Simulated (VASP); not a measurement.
# SiO2 (fluorite type) (Fm-3m) in VASP: notebook, part 2 of 2

VASP 6.6.1. The steps go on from the part before.

**4. Single point, PBE**

This run uses another cell than the first one, of 8.02 Å³/atom.

Contents of INCAR:

```
SYSTEM = SiO2
PREC = Accurate
ENCUT = 600
EDIFF = 1E-6
ISMEAR = -1
SIGMA = 0.06122561905347299
LREAL = .FALSE.
LASPH = .TRUE.
NELM = 120
ALGO = Normal
ISIF = 2
LWAVE = .FALSE.
LCHARG = .FALSE.
GGA = PE
NBANDS = 15
GGA_COMPAT = .FALSE.
```

Contents of KPOINTS:

```
Automatic mesh
0
G
  21 21 21
  0 0 0
```

Contents of POSCAR:

```
SiO2
1.0
    0.0000000000      2.2911237006      2.2911237006
    2.2911237006      0.0000000000      2.2911237006
    2.2911237006      2.2911237006      0.0000000000
Si O
1 2
Direct
    0.0000000000      0.0000000000      0.0000000000
    0.2500000000      0.2500000000      0.2500000000
    0.7500000000      0.7500000000      0.7500000000
```

Potentials or basis: VASP PAW PBE potentials, release 64 (Si, O).

Started as:

```console
$ cat potpaw_PBE.64/Si/POTCAR potpaw_PBE.64/O/POTCAR > POTCAR
$ mpirun -np 1 vasp_std > vasp.out
```

OUTCAR:

```text
SYSTEM = SiO2
   PREC = Accurate
   ENCUT = 600
   EDIFF = 1E-6
   ISMEAR = -1
   LREAL = .FALSE.
   LASPH = .TRUE.
   NELM = 120
   ISIF = 2
   GGA = PE

 ion  position               nearest neighbor table
   1  0.000  0.000  0.000-   3 1.98   3 1.98   3 1.98   2 1.98   3 1.98   2 1.98   2 1.98   2 1.98

   2  0.250  0.250  0.250-   1 1.98   1 1.98   1 1.98   1 1.98
   3  0.750  0.750  0.750-   1 1.98   1 1.98   1 1.98   1 1.98

  LATTYP: Found a face centered cubic cell.
 ALAT       =     4.5822474012

  Lattice vectors:

 A1 = (   0.0000000000,   2.2911237006,   2.2911237006)
 A2 = (   2.2911237006,   0.0000000000,   2.2911237006)
 A3 = (   2.2911237006,   2.2911237006,   0.0000000000)

Analysis of symmetry for initial positions (statically):
=====================================================================
 Subroutine PRICEL returns:
 Original cell was already a primitive cell.

 Routine SETGRP: Setting up the symmetry group for a
 face centered cubic supercell.

 Subroutine GETGRP returns: Found 48 space group operations
 (whereof 48 operations were pure point group operations)
 out of a pool of 48 trial point group operations.

The static configuration has the point symmetry O_h .

Analysis of symmetry for dynamics (positions and initial velocities):
=====================================================================
 Subroutine PRICEL returns:
 Original cell was already a primitive cell.

 Routine SETGRP: Setting up the symmetry group for a
 face centered cubic supercell.

 Subroutine GETGRP returns: Found 48 space group operations
 (whereof 48 operations were pure point group operations)
 out of a pool of 48 trial point group operations.

The dynamic configuration has the point symmetry O_h .

 Subroutine INISYM returns: Found 48 space group operations
 (whereof 48 operations are pure point group operations),
 and found     1 'primitive' translations

----------------------------------------------------------------------------------------

                                     Primitive cell

[... 125 lines left out ...]
  volume of cell :       24.05
 maximum number of plane-waves:       825
 NGX is ok and might be reduce to    28
   NGX = 13   NGY = 13   NGZ = 13

 number of electron      16.0000004 magnetization

 Free energy of the ion-electron system (eV)
  ---------------------------------------------------
  ext. energy  EPLUGINS =         0.00000000
  ---------------------------------------------------
  free energy    TOTEN  =       -19.93569034 eV

  energy without entropy =      -19.93569033  energy(sigma->0) =      -19.93569033

 E-fermi :  10.0828     XC(G=0): -12.2353

 val. band max:        9.0870881847   @ k =  -0.4762   0.4762   0.0000
 cond. band min:      10.8428507878   @ k =   0.0000   0.0000   0.0000
 fundamental gap:      1.7557626031
 Fermi energy:        10.0827658911

 k-point     1 :       0.0000    0.0000    0.0000
  band No.  band energies     occupation
      1     -13.4498      2.00000
      2      -6.9427      2.00000
      3       3.5224      2.00000
      4       3.5224      2.00000
      5       3.5224      2.00000
      6       6.9048      2.00000
      7       6.9048      2.00000
      8       6.9048      2.00000
      9      10.8429      0.00001
     10      14.9625      0.00000
     11      14.9625      0.00000
     12      14.9625      0.00000
     13      21.5039      0.00000
     14      21.5039      0.00000
[... 401 lines left out ...]
      2      -9.3272      2.00000
      3       1.9634      2.00000
      4       3.6339      2.00000
      5       4.1348      2.00000
      6       4.1373      2.00000
      7       4.8318      2.00000
      8       5.7343      2.00000
      9      14.4918      0.00000
     10      17.9865      0.00000
     11      18.0685      0.00000
     12      18.5630      0.00000
     13      22.6203      0.00000
     14      23.0964      0.00000
     15      25.7257      0.00000

 [... further k-points ...]

------------------------ aborting loop because EDIFF is reached ----------------------------------------

  FORCE on cell =-STRESS in cart. coord.  units (eV):
  Direction    XX          YY          ZZ          XY          YZ          ZX
  --------------------------------------------------------------------------------------
  -------------------------------------------------------------------------------------
  Total       -0.0343565     -0.0343565     -0.0343565      0.0000000      0.0000000     -0.0000000
  in kB       -2.2884625     -2.2884625     -2.2884625      0.0000000      0.0000000     -0.0000000
  external PRESSURE =      -2.2884625 kB  Pullay stress =       0.0000000 kB

 VOLUME and BASIS-vectors are now :
 -----------------------------------------------------------------------------
  energy-cutoff  :      600.00
  volume of cell :       24.05
      direct lattice vectors                 reciprocal lattice vectors
     0.000000000  2.291123701  2.291123701    -0.218233524  0.218233524  0.218233524
     2.291123701  0.000000000  2.291123701     0.218233524 -0.218233524  0.218233524
     2.291123701  2.291123701  0.000000000     0.218233524  0.218233524 -0.218233524

 POSITION                                       TOTAL-FORCE (eV/Angst)
 -----------------------------------------------------------------------------------
      0.00000      0.00000      0.00000         0.000000      0.000000      0.000000
      1.14556      1.14556      1.14556         0.000000      0.000000      0.000000
      3.43669      3.43669      3.43669        -0.000000     -0.000000     -0.000000
 -----------------------------------------------------------------------------------
    total drift:                                0.000000      0.000000      0.000000

  FREE ENERGIE OF THE ION-ELECTRON SYSTEM (eV)
  ---------------------------------------------------
  free  energy   TOTEN  =       -19.9356903358 eV

  energy  without entropy=      -19.9356903327  energy(sigma->0) =      -19.93569033
```

OSZICAR:

```text
N       E                     dE             d eps       ncg     rms          rms(c)
DAV:   1     0.563091517995E+02    0.56309E+02   -0.93750E+03  8939   0.113E+03
DAV:   2    -0.202896372388E+02   -0.76599E+02   -0.68184E+02 11396   0.231E+02
DAV:   3    -0.226089386055E+02   -0.23193E+01   -0.23114E+01 10204   0.380E+01
DAV:   4    -0.226176341281E+02   -0.86955E-02   -0.86950E-02 10883   0.274E+00
DAV:   5    -0.226176804333E+02   -0.46305E-04   -0.46305E-04 10351   0.193E-01    0.107E+01
DAV:   6    -0.199324239913E+02    0.26853E+01   -0.52799E+00  8874   0.213E+01    0.389E+00
DAV:   7    -0.199366886962E+02   -0.42647E-02   -0.25762E-01 10687   0.416E+00    0.171E+00
DAV:   8    -0.199337753720E+02    0.29133E-02   -0.16320E-02  9021   0.136E+00    0.496E-01
DAV:   9    -0.199354203411E+02   -0.16450E-02   -0.25925E-03  9805   0.502E-01    0.174E-01
DAV:  10    -0.199356969380E+02   -0.27660E-03   -0.60755E-04  9357   0.187E-01    0.296E-02
DAV:  11    -0.199356854669E+02    0.11471E-04   -0.32771E-05 11583   0.506E-02    0.808E-03
DAV:  12    -0.199356902121E+02   -0.47451E-05   -0.58567E-06  9063   0.186E-02    0.252E-03
DAV:  13    -0.199356903358E+02   -0.12372E-06   -0.59868E-08  8672   0.202E-03
   1 F= -.19935690E+02 E0= -.19935690E+02  d E =-.311900E-08
```

It took 54 s on 1 thread of Intel Xeon 6975P-C (Granite Rapids), shared host; peak memory 0.23 GiB.

Results:

- Free energy: -19.9357 eV
- Pressure: -0.2 GPa
- Band gap on the k mesh: 1.76 eV (least direct gap 2.06 eV)

Caveat: an odd mesh through Γ misses points on the zone boundary, where band edges can lie.
